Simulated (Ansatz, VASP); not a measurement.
Al in VASP and in Ansatz

```
Al
1.0
     2.83628    0.00000    0.00000
    -1.41814    2.45629    0.00000
     0.00000    0.00000    9.32215
Al
4
Direct
  0.00000 0.00000 0.00000
  0.40385 0.73718 0.25000
  0.00000 0.00000 0.50000
  0.66667 0.33333 0.75000
```

Alike in both runs: task single point; functional PBEsol; k mesh 18 × 18 × 6; occupations gaussian, width 0.15 eV; no spin polarisation.

```csv
,VASP,Ansatz
version,VASP 6.6.1,Ansatz 0.2.0
potentials or method,"VASP PAW PBE potentials, release 64 (Al), cutoff 520 eV","scalar-relativistic, plane waves, PAW"
valence electrons in the cell,12,12
```

|  | VASP | Ansatz | Ansatz less VASP |
| --- | --- | --- | --- |
| gap on the k mesh at the Fermi level (eV) | none | none | - |
| pressure (GPa) | 0.3 | 0.2 | -0.06 |
| traceless stress, the component that is largest in VASP (GPa) | -0.34 | -0.33 | +0.002 |
| rms of the force components (eV/Å) | 0.083 | 0.082 | -0.0005 |

VASP's potentials were made for PBE, not for PBEsol. Atom by atom the forces differ by 0.001 eV/Å (rms over components). A gap of «none» marks a metal or a gap that the smearing closes.
